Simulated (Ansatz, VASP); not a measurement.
**Two plane-wave programs on SiC**

```
CELL_PARAMETERS angstrom
0.00000 0.00000 -5.07429
-4.63790 -2.67770 0.00000
0.00000 5.35539 0.00000
ATOMIC_POSITIONS crystal
Si 0.50042 0.66667 0.66667
Si 0.50042 0.00000 0.33333
Si 0.50042 0.33333 0.00000
Si 0.00042 0.33333 0.33333
Si 0.00042 0.66667 0.00000
Si 0.00042 0.00000 0.66667
C 0.12458 0.66667 0.66667
C 0.12458 0.00000 0.33333
C 0.12458 0.33333 0.00000
C 0.62458 0.33333 0.33333
C 0.62458 0.66667 0.00000
C 0.62458 0.00000 0.66667
```

Alike in both runs: task relaxation of cell and atoms; functional PBE; k mesh 6 × 6 × 6; occupations gaussian, width 0.02 eV; no spin polarisation.

```csv
,VASP,Ansatz
version,VASP 6.6.1,Ansatz 0.2.0
potentials or method,"VASP PAW PBE potentials, release 64 (Si, C), cutoff 600 eV","scalar-relativistic, plane waves, PAW"
valence electrons in the cell,48,48
```

Ansatz gave:

```
gap on the k mesh at the Fermi level, each at its own relaxed structure (eV) : 2.31
relaxed volume (Å³/atom)                                                     : 10.50
relaxed cell length with the largest relative difference (Å)                 : 5.355
```

Question: What did VASP give for the same quantities?

Answer: gap on the k mesh at the Fermi level, each at its own relaxed structure (eV): 2.30; relaxed volume (Å³/atom): 10.50; relaxed cell length with the largest relative difference (Å): 5.355.

Noted on VASP's run: the relaxation stopped at its first step, so nothing moved.
